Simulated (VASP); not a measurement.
# K (Pm-3m) in VASP: further runs

The runs below take K through single point, with PBE.

Program: VASP 6.6.1. These are calculated values, not measurements. Logs are shortened: lines on timing, memory, paths and dates and some standing lists are left out, and cuts for length are marked.

### 1 The cell of the first run

It takes space group Pm-3m (No. 221, cubic). The conventional cell has a = 4.296 Å, b = 4.296 Å, c = 4.296 Å, α = 90.00°, β = 90.00°, γ = 90.00°. Within 5.6 Å of K (site symmetry m-3m) lie 6 K at 4.30 Å.

This isn't the form of K at room conditions, which is bcc.

### 2 Single point, PBE

The input, INCAR:

```
PREC = Accurate
ENCUT = 520
EDIFF = 1E-7
ISMEAR = -1
SIGMA = 0.1
LREAL = F
LASPH = T
NELM = 100
ALGO = Normal
ISIF = 2
LWAVE = F
LCHARG = F
GGA = PE
NBANDS = 10
```

The input, KPOINTS:

```
Automatic mesh
0
Gamma
  12 12 12
```

The input, POSCAR:

```
K
1.0
    4.2959005120      0.0000000000      0.0000000000
    0.0000000000      4.2959005120      0.0000000000
    0.0000000000      0.0000000000      4.2959005120
K
1
Direct
    0.0000000000      0.0000000000      0.0000000000
```

Potentials or basis: VASP PAW PBE potentials, release 64 (K_sv).

Started as:

```
> cat potpaw_PBE.64/K_sv/POTCAR > POTCAR
> mpirun -np 1 vasp_std > vasp.out
```

OUTCAR:

```text
PREC = Accurate
   ENCUT = 520
   EDIFF = 1E-7
   ISMEAR = -1
   LREAL = F
   LASPH = T
   NELM = 100
   ISIF = 2
   GGA = PE

 ion  position               nearest neighbor table
   1  0.000  0.000  0.000-

  LATTYP: Found a simple cubic cell.
 ALAT       =     4.2959005120

  Lattice vectors:

 A1 = (   4.2959005120,   0.0000000000,   0.0000000000)
 A2 = (   0.0000000000,   4.2959005120,   0.0000000000)
 A3 = (   0.0000000000,   0.0000000000,   4.2959005120)

Analysis of symmetry for initial positions (statically):
=====================================================================
 Subroutine PRICEL returns:
 Original cell was already a primitive cell.

 Routine SETGRP: Setting up the symmetry group for a
 simple cubic supercell.

 Subroutine GETGRP returns: Found 48 space group operations
 (whereof 48 operations were pure point group operations)
 out of a pool of 48 trial point group operations.

The static configuration has the point symmetry O_h .

Analysis of symmetry for dynamics (positions and initial velocities):
=====================================================================
 Subroutine PRICEL returns:
 Original cell was already a primitive cell.

 Routine SETGRP: Setting up the symmetry group for a
 simple cubic supercell.

 Subroutine GETGRP returns: Found 48 space group operations
 (whereof 48 operations were pure point group operations)
 out of a pool of 48 trial point group operations.

The dynamic configuration has the point symmetry O_h .

 Subroutine INISYM returns: Found 48 space group operations
 (whereof 48 operations are pure point group operations),
 and found     1 'primitive' translations

----------------------------------------------------------------------------------------

                                     Primitive cell

  volume of cell :      79.2798

  direct lattice vectors                    reciprocal lattice vectors
     4.295900512  0.000000000  0.000000000     0.232780065  0.000000000  0.000000000
     0.000000000  4.295900512  0.000000000     0.000000000  0.232780065  0.000000000
     0.000000000  0.000000000  4.295900512     0.000000000  0.000000000  0.232780065

  length of vectors
     4.295900512  4.295900512  4.295900512     0.232780065  0.232780065  0.232780065

  position of ions in fractional coordinates (direct lattice)
     0.000000000  0.000000000  0.000000000

  ion indices of the primitive-cell ions
   primitive index   ion index
                 1           1

----------------------------------------------------------------------------------------

 KPOINTS: Automatic mesh

Automatic generation of k-mesh.
 Grid dimensions read from file:
 generate k-points for:   12   12   12

 Generating k-lattice:

  Cartesian coordinates                     Fractional coordinates (reciprocal lattice)
     0.019398339  0.000000000  0.000000000     0.083333333  0.000000000  0.000000000
     0.000000000  0.019398339  0.000000000     0.000000000  0.083333333  0.000000000
     0.000000000  0.000000000  0.019398339     0.000000000  0.000000000  0.083333333

  Length of vectors
     0.019398339  0.019398339  0.019398339

  Shift w.r.t. Gamma in fractional coordinates (k-lattice)
     0.000000000  0.000000000  0.000000000

 Subroutine IBZKPT returns following result:
 ===========================================

 Found     84 irreducible k-points:

 Following reciprocal coordinates:
            Coordinates               Weight
  0.000000  0.000000  0.000000      1.000000
  0.083333  0.000000  0.000000      6.000000
  0.166667  0.000000  0.000000      6.000000
  0.250000  0.000000  0.000000      6.000000
  0.333333  0.000000  0.000000      6.000000
  0.416667  0.000000  0.000000      6.000000
[... 16 lines left out ...]
  0.333333  0.333333  0.000000     12.000000
  0.416667  0.333333  0.000000     24.000000
 [... further k-points ...]
   k-points           NKPTS =     84   k-points in BZ     NKDIM =     84   number of bands    NBANDS=     10
   number of dos      NEDOS =    301   number of ions     NIONS =      1
   total plane-waves  NPLWV =  32768
   dimension x,y,z NGX =    32 NGY =   32 NGZ =   32
   dimension x,y,z NGXF=    64 NGYF=   64 NGZF=   64
   ions per type =               1
   NGX,Y,Z   is equivalent  to a cutoff of  12.38, 12.38, 12.38 a.u.
   NGXF,Y,Z  is equivalent  to a cutoff of  24.77, 24.77, 24.77 a.u.
 SYSTEM =  unknown system
   PREC   = accura    normal or accurate (medium, high low for compatibility)
   ISTART =      0    job   : 0-new  1-cont  2-samecut
   ICHARG =      2    charge: 1-file 2-atom 10-const
   ISPIN  =      1    spin polarized calculation?
   LNONCOLLINEAR =      F non collinear calculations
   LSORBIT =      F    spin-orbit coupling
   LASPH  =      T    aspherical Exc in radial PAW
   ENCUT  =  520.0 eV  38.22 Ry    6.18 a.u.   7.99  7.99  7.99*2*pi/ulx,y,z
   NELM   =    100;   NELMIN=  2; NELMDL= -5     # of ELM steps
   EDIFF  = 0.1E-06   stopping-criterion for ELM
   LREAL  =      F    real-space projection
   EDIFFG = 0.1E-05   stopping-criterion for IOM
   NSW    =      0    number of steps for IOM
   IBRION =     -1    ionic relax: 0-MD 1-quasi-New 2-CG
   NFREE  =      0    steps in history (QN), initial steepest desc. (CG)
   ISIF   =      2    stress and relaxation
   ISYM   =      2    0-nonsym 1-usesym 2-fastsym
   POTIM  = 0.5000    time-step for ionic-motion
   TEBEG  =    0.0;   TEEND  =   0.0 temperature during run
   PSTRESS=    0.0 pullay stress
   NELECT =       9.0000    total number of electrons
   NUPDOWN=      -1.0000    fix difference up-down
   EMIN   =  10.00;   EMAX   =-10.00  energy-range for DOS
   EFERMI =   0.00;   METHOD = LEGACY
   ISMEAR =    -1;   SIGMA  =   0.10  broadening in eV -4-tet -1-fermi 0-gaus
   EFERMI_NEDOS =   21; number of points for ismear=-14 and -15
   IALGO  =     38    algorithm
   IMIX   =      4    mixing-type and parameters
     AMIX     =   0.40;   BMIX     =  1.00
     AMIX_MAG =   1.60;   BMIX_MAG =  1.00
  volume/ion in A,a.u.               =      79.28       535.01
  Fermi-wavevector in a.u.,A,eV,Ry     =   0.792686  1.497960  8.549246  0.628352
  Thomas-Fermi vector in A             =   1.898474
   LORBIT       =      0    0 simple, 1 ext, 2 COOP (PROOUT), +10 PAW based schemes
   GGA     = PE    functional components
   LHFCALC =     F    Hartree Fock is set to
   AEXX    =    0.0000 exact exchange contribution
   IVDW    =     0    specifies the selected vdW correction
   LEPSILON=     F    determine dielectric tensor
   LRPA    =     F    only Hartree local field effects (RPA)
 non-spin polarized calculation
  energy-cutoff  :      520.00
  volume of cell :       79.28
 maximum number of plane-waves:      2176
 NGX is ok and might be reduce to    32
   NGX = 15   NGY = 15   NGZ = 15

 number of electron       9.0000002 magnetization

 Free energy of the ion-electron system (eV)
  ---------------------------------------------------
  ext. energy  EPLUGINS =         0.00000000
  ---------------------------------------------------
  free energy    TOTEN  =        -0.95579826 eV

  energy without entropy =       -0.92957281  energy(sigma->0) =       -0.94268553

 E-fermi :  -0.2466     XC(G=0):  -5.4639

 val. band max:       -0.2882692647   @ k =   0.3333   0.2500   0.2500
 cond. band min:      -0.2345567582   @ k =   0.4167   0.2500   0.0833
 fundamental gap:      0.0537125065
 Fermi energy:        -0.2466362927

 k-point     1 :       0.0000    0.0000    0.0000
  band No.  band energies     occupation
      1     -32.5897      2.00000
      2     -16.0303      2.00000
      3     -16.0303      2.00000
      4     -16.0303      2.00000
      5      -2.3113      2.00000
      6       2.6421      0.00000
      7       2.6421      0.00000
      8       5.9095      0.00000
      9       5.9099      0.00000
     10       6.0493      0.00000

 k-point     2 :       0.0833    0.0000    0.0000
  band No.  band energies     occupation
      1     -32.5894      2.00000
      2     -16.0362      2.00000
      3     -16.0299      2.00000
      4     -16.0299      2.00000
      5      -2.2466      2.00000
      6       2.5769      0.00000
      7       2.6746      0.00000
      8       5.5574      0.00000
      9       5.5579      0.00000
     10       5.8265      0.00000

 k-point     3 :       0.1667    0.0000    0.0000
  band No.  band energies     occupation
      1     -32.5887      2.00000
      2     -16.0521      2.00000
      3     -16.0285      2.00000
      4     -16.0285      2.00000
      5      -2.0546      2.00000
      6       2.3278      0.00000
      7       2.7678      0.00000
      8       5.1710      0.00000
      9       5.1710      0.00000
     10       5.4725      0.00000

 k-point     4 :       0.2500    0.0000    0.0000
  band No.  band energies     occupation
      1     -32.5876      2.00000
      2     -16.0736      2.00000
      3     -16.0267      2.00000
      4     -16.0267      2.00000
      5      -1.7420      2.00000
      6       1.8403      0.00000
      7       2.9073      0.00000
      8       4.8476      0.00000
      9       4.8476      0.00000
     10       5.4538      0.00000

 k-point     5 :       0.3333    0.0000    0.0000
  band No.  band energies     occupation
      1     -32.5865      2.00000
      2     -16.0951      2.00000
      3     -16.0249      2.00000
      4     -16.0249      2.00000
      5      -1.3188      1.99996
      6       1.1918      0.00000
      7       3.0649      0.00000
      8       4.6050      0.00000
      9       4.6050      0.00000
     10       5.7643      0.00000

 k-point     6 :       0.4167    0.0000    0.0000
  band No.  band energies     occupation
      1     -32.5857      2.00000
      2     -16.1107      2.00000
      3     -16.0235      2.00000
      4     -16.0235      2.00000
      5      -0.7995      1.99209
      6       0.5004      0.00114
      7       3.1956      0.00000
      8       4.4549      0.00000
      9       4.4549      0.00000
     10       6.1243      0.00000
[... 183 lines left out ...]
 k-point    21 :       0.4167    0.2500    0.0000
  band No.  band energies     occupation
      1     -32.5836      2.00000
      2     -16.1054      2.00000
      3     -16.0652      2.00000
      4     -16.0200      2.00000
      5      -0.2892      1.20987
      6       0.9290      0.00002
      7       2.8144      0.00000
      8       3.4841      0.00000
      9       4.6472      0.00000
     10       5.2887      0.00000

 k-point    22 :       0.5000    0.2500    0.0000
  band No.  band energies     occupation
      1     -32.5833      2.00000
      2     -16.1110      2.00000
      3     -16.0646      2.00000
      4     -16.0195      2.00000
      5       0.2572      0.01289
      6       0.3222      0.00674
      7       3.1371      0.00000
      8       3.1765      0.00000
      9       4.6032      0.00000
     10       5.3043      0.00000

 k-point    23 :       0.3333    0.3333    0.0000
  band No.  band energies     occupation
      1     -32.5833      2.00000
      2     -16.0884      2.00000
      3     -16.0869      2.00000
      4     -16.0196      2.00000
      5      -0.4001      1.64524
      6       1.7543      0.00000
      7       2.0542      0.00000
      8       3.5062      0.00000
      9       4.8074      0.00000
     10       5.0668      0.00000

 k-point    24 :       0.4167    0.3333    0.0000
  band No.  band energies     occupation
      1     -32.5826      2.00000
      2     -16.1028      2.00000
      3     -16.0858      2.00000
      4     -16.0183      2.00000
      5       0.0679      0.08253
      6       1.2393      0.00000
      7       2.3084      0.00000
      8       3.1796      0.00000
      9       4.7532      0.00000
     10       5.0394      0.00000

 [... further k-points ...]

------------------------ aborting loop because EDIFF is reached ----------------------------------------

  FORCE on cell =-STRESS in cart. coord.  units (eV):
  Direction    XX          YY          ZZ          XY          YZ          ZX
  --------------------------------------------------------------------------------------
  -------------------------------------------------------------------------------------
  Total       -0.0009938     -0.0009938     -0.0009938      0.0000000      0.0000000     -0.0000000
  in kB       -0.0200831     -0.0200831     -0.0200831      0.0000000      0.0000000     -0.0000000
  external PRESSURE =      -0.0200831 kB  Pullay stress =       0.0000000 kB

 VOLUME and BASIS-vectors are now :
 -----------------------------------------------------------------------------
  energy-cutoff  :      520.00
  volume of cell :       79.28
      direct lattice vectors                 reciprocal lattice vectors
     4.295900512  0.000000000  0.000000000     0.232780065  0.000000000  0.000000000
     0.000000000  4.295900512  0.000000000     0.000000000  0.232780065  0.000000000
     0.000000000  0.000000000  4.295900512     0.000000000  0.000000000  0.232780065

 POSITION                                       TOTAL-FORCE (eV/Angst)
 -----------------------------------------------------------------------------------
      0.00000      0.00000      0.00000         0.000000      0.000000      0.000000
 -----------------------------------------------------------------------------------
    total drift:                                0.000000     -0.000000      0.000000

  FREE ENERGIE OF THE ION-ELECTRON SYSTEM (eV)
  ---------------------------------------------------
  free  energy   TOTEN  =        -0.9557982614 eV

  energy  without entropy=       -0.9295728062  energy(sigma->0) =       -0.94268553
```

Wall time 17 s (1 thread of Intel Xeon Platinum 8488C (Sapphire Rapids), shared host); peak memory 0.2 GiB.

Results:

```yaml
Free_energy: -0.9558 eV
Pressure: 0.0 GPa
Band_gap_on_the_k_mesh: zero (an odd number of electrons rules out a gap without spin polarisation)
```

### 3 Single point, PBE (79.28 Å³/atom)

The input, INCAR:

```
SYSTEM = K
PREC     = Accurate       ! precision mode
ENCUT    = 520            ! plane-wave cutoff, eV
EDIFF    = 1E-6           ! SCF threshold, eV
ISMEAR   = -1             ! smearing method
SIGMA    = 0.1            ! smearing width, eV
LREAL    = .False.        ! projectors in reciprocal space
LASPH    = .True.         ! aspherical terms in the spheres
NELM     = 80             ! most SCF steps
ALGO     = Normal         ! electronic algorithm
ISIF     = 2              ! what is computed and relaxed
LWAVE    = .False.        ! write WAVECAR
LCHARG   = .False.        ! write CHGCAR
GGA      = PE             ! functional
NBANDS   = 10             ! bands
```

The input, KPOINTS:

```
regular mesh
0
Gamma
  12 12 12
  0 0 0
```

POSCAR is that of step 2.

Potentials or basis: VASP PAW PBE potentials, release 64 (K_sv).

Started as:

```
> cat potpaw_PBE.64/K_sv/POTCAR > POTCAR
> mpirun -np 1 vasp_std > vasp.out
```

It took 16 s on 1 thread of Intel Xeon Platinum 8488C (Sapphire Rapids), shared host; peak memory 0.2 GiB.

It converged, with:

| Quantity | Value |
| --- | --- |
| Free energy | -0.9558 eV |
| Pressure | 0.0 GPa |
| Band gap on the k mesh | zero (an odd number of electrons rules out a gap without spin polarisation) |

Levels at points of the mesh, in eV from the Fermi level:
| k point | band 1 | band 2 | band 3 | band 4 | band 5 | band 6 | band 7 | band 8 |
| --- | --- | --- | --- | --- | --- | --- | --- | --- |
| (0.00, 0.00, 0.00) | -32.34 | -15.78 | -15.78 | -15.78 | -2.06 | 2.89 | 2.89 | 6.16 |
| (0.50, 0.00, 0.00) | -32.34 | -15.87 | -15.78 | -15.78 | -0.05 | 0.18 | 3.49 | 4.65 |
| (0.50, 0.50, 0.00) | -32.33 | -15.86 | -15.86 | -15.77 | 1.14 | 2.08 | 2.16 | 2.16 |
| (0.50, 0.50, 0.50) | -32.33 | -15.85 | -15.85 | -15.85 | 2.29 | 2.29 | 2.29 | 4.26 |
